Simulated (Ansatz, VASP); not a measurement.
# One calculation of Sn, two programs

```xyz
2
Lattice="0.0000 3.1793 3.1793 3.1793 0.0000 3.1793 3.1793 3.1793 0.0000" Properties=species:S:1:pos:R:3 pbc="T T T"
Sn    3.1793    3.1793    3.1793
Sn    4.7690    4.7690    4.7690
```

Change from the starting cell: volume scaled by 0.94, crystal datasets.

Alike in both runs: task electric field gradients; functional PBE; k mesh 9 × 9 × 9; occupations fermi-dirac, width 0.03 eV; no spin polarisation.

```csv
,VASP,Ansatz
version,VASP 6.6.1,Ansatz 0.2.0
potentials or method,"VASP PAW PBE potentials, release 64 (Sn_d), cutoff 520 eV","all-electron PAW with datasets made for the crystal, scalar-relativistic"
```

|  | VASP | Ansatz | Ansatz less VASP |
| --- | --- | --- | --- |
| pressure (GPa) | 6.7 | 6.8 | +0.06 |

Ansatz ran all-electron here, and VASP with PAW potentials.
